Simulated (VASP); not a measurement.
Set up this calculation in VASP 6.6.1, as the native input.

```yaml
Task: relaxation of cell and atoms
Functional: PBE
Potentials_or_basis: VASP PAW PBE potentials, release 64 (Al, O)
Cutoff: 600 eV
k_mesh: 6 × 6 × 6
Occupations: gaussian, width 0.1 eV
Spin: no spin polarisation
Dipole_correction: no
Further_INCAR_settings: ALGO = Normal; EDIFF = 1e-07; IBRION = 2; EDIFFG = -0.04; NSW = 90; ISIF = 3
```

The structure of AlO lies in POSCAR:

```
AlO
1.0
    2.7817248871      0.0000000000      0.0000000000
    0.0000000000      2.7817248871      0.0000000000
    0.0000000000      0.0000000000      2.7817248871
Al O
1 1
Direct
    0.5000000000      0.5000000000      0.5000000000
    0.0000000000      0.0000000000      0.0000000000
```

These files were run (other wordings do the same):

INCAR

```
SYSTEM = AlO
PREC = Accurate
ENCUT = 600
EDIFF = 1E-7
ISMEAR = 0
SIGMA = 0.1
LREAL = .FALSE.
LASPH = .TRUE.
NELM = 80
ALGO = Normal
ISIF = 3
LWAVE = .FALSE.
LCHARG = .FALSE.
GGA = PE
IBRION = 2
NSW = 90
EDIFFG = -0.04
```

KPOINTS

```
Automatic mesh
0
G
  6 6 6
  0 0 0
```

Potentials or basis: VASP PAW PBE potentials, release 64 (Al, O).

Command:

```console
$ cat potpaw_PBE.64/Al/POTCAR potpaw_PBE.64/O/POTCAR > POTCAR
$ mpirun -np 1 vasp_std > vasp.out
```

It gave:

| Property | Result |
| --- | --- |
| Relaxed volume | 10.57 Å³/atom |
| Relaxed cell | a = 2.765 Å, b = 2.765 Å, c = 2.765 Å, α = 90.00°, β = 90.00°, γ = 90.00° |
| Space group after relaxing (to 0.05 Å) | Pm-3m (No. 221) |
| Energy gained by relaxing | 0.8 meV/atom |
| Ionic steps | 2 |
| Pressure after relaxing | 0.5 GPa |

Caveat: the k points lie up to 0.38 Å⁻¹ apart in the final cell; an odd number of electrons without spin polarisation forces a metal; a magnetic or distorted state may lie lower.

It took 3.9 s on 1 thread of AMD EPYC 9R45 96-Core Processor (Zen 5), on a shared host, peak memory 0.1 GiB.
